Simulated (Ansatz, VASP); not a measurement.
**One calculation of BAs5, two programs**

```
B As
1.0
     5.25157    0.00000    0.00000
    -2.62579    4.54799    0.00000
     0.00000    0.00000    5.12560
B As
1 5
Direct
  0.00000 0.00000 0.00000
  0.50000 0.00000 0.50000
  0.50000 0.50000 0.50000
  0.00000 0.50000 0.50000
  0.33333 0.66667 0.00000
  0.66667 0.33333 0.00000
```

Change from the starting cell: species swapped into the GdRh5 type (P6/mmm, No. 191).

Alike in both runs: functional PBE; k mesh 12 × 12 × 8; occupations gaussian, width 0.1 eV; no spin polarisation.

Ansatz relaxed the structure, and its values are those at the end. VASP's run is a single point on that final structure, the one shown.

|  | VASP | Ansatz |
| --- | --- | --- |
| version | VASP 6.6.1 | Ansatz 0.2.0 |
| potentials or method | VASP PAW PBE potentials, release 64 (B, As), cutoff 520 eV | scalar-relativistic, plane waves, PAW |
| valence electrons in the cell | 28 | 78 |

```tsv
	VASP	Ansatz	Ansatz less VASP
gap on the k mesh at the Fermi level (eV)	none	none	-
pressure (GPa)	0.1	0.0	-0.12
```

A gap of «none» marks a metal or a gap that the smearing closes. VASP's potentials hold 28 valence electrons a cell and Ansatz's 78, so a difference there can come from the potentials and not from the codes.
